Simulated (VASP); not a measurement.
Write the native input for VASP 6.6.1 that does the following.

```
Task                   : single point
Functional             : PBE
Potentials or basis    : VASP PAW PBE potentials, release 64 (Ga_d, N)
Cutoff                 : 520 eV
k mesh                 : 13 × 13 × 7
Occupations            : fermi-dirac, width 0.1 eV
Spin                   : no spin polarisation
Dipole correction      : no
Further INCAR settings : ALGO = Normal; EDIFF = 1e-06; NBANDS = 26
```

The structure of GaN (wurtzite type) lies in POSCAR:

```
GaN
1.0
    2.9223087472      0.0000000000      0.0000000000
   -1.4611543736      2.5307936128      0.0000000000
    0.0000000000      0.0000000000      4.7830947281
Ga N
2 2
Direct
    0.3333333333      0.6666666667      0.0006546683
    0.6666666667      0.3333333333      0.5006546683
    0.3333333333      0.6666666667      0.3753453317
    0.6666666667      0.3333333333      0.8753453317
```

These files were run (other wordings do the same):

INCAR

```
PREC = Accurate
ENCUT = 520
EDIFF = 1E-6
ISMEAR = -1
SIGMA = 0.1
LREAL = F
LASPH = T
NELM = 100
ALGO = Normal
ISIF = 2
LWAVE = F
LCHARG = F
GGA = PE
NBANDS = 26
```

KPOINTS

```
Automatic mesh
0
Gamma
  13 13 7
```

Potentials or basis: VASP PAW PBE potentials, release 64 (Ga_d, N).

The run is started by

```sh
$ cat potpaw_PBE.64/Ga_d/POTCAR potpaw_PBE.64/N/POTCAR > POTCAR
$ mpirun -np 1 vasp_std > vasp.out
```

It gave:

- Pressure: 90.3 GPa
- Band gap on the k mesh: 3.58 eV, direct

It took 32 s on 1 thread of Intel(R) Xeon(R) Platinum 8559C (Emerald Rapids), on a shared host, peak memory 0.19 GiB.
